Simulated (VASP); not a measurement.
Here is a VASP 6.6.1 calculation.

File INCAR:

```
SYSTEM = MnGa3
  ALGO = Normal
  EDIFF = 1E-6
  ENCUT = 520
  GGA = PS
  ISIF = 2
  ISMEAR = 0
  ISPIN = 2
  LASPH = .True.
  LCHARG = .True.
  LELF = .True.
  LMAXMIX = 4
  LORBIT = 11
  LREAL = .False.
  LVHAR = .True.
  LWAVE = .False.
  MAGMOM = 0 0 0.02 3.88
  NBANDS = 38
  NELM = 150
  NUPDOWN = 3.75
  PREC = Accurate
  SIGMA = 0.1
```

Contents of KPOINTS:

```
k-points
0
Gamma
  12 12 12
  0 0 0
```

File POSCAR:

```
MnGa3
1.0
    0.0000000000      3.1769426435      3.1769426435
    3.1769426435      0.0000000000      3.1769426435
    3.1769426435      3.1769426435      0.0000000000
Ga Mn
3 1
Direct
    0.2500000000      0.2500000000      0.2500000000
    0.7500000000      0.7500000000      0.7500000000
    0.5000000000      0.5000000000      0.5000000000
    0.0000000000      0.0000000000      0.0000000000
```

Potentials or basis: VASP PAW PBE potentials, release 64 (Ga_d, Mn_pv).

The run is started by

```sh
$ cat potpaw_PBE.64/Ga_d/POTCAR potpaw_PBE.64/Mn_pv/POTCAR > POTCAR
$ mpirun -np 1 vasp_std > vasp.out
```

(1) Predict the pressure.

Results:

(1) 0.2 GPa.

Caveat: the PAW data sets were made with another functional, which shifts forces and pressure a little; the total moment is fixed, so each spin has its own Fermi level and the state may be an excited one.
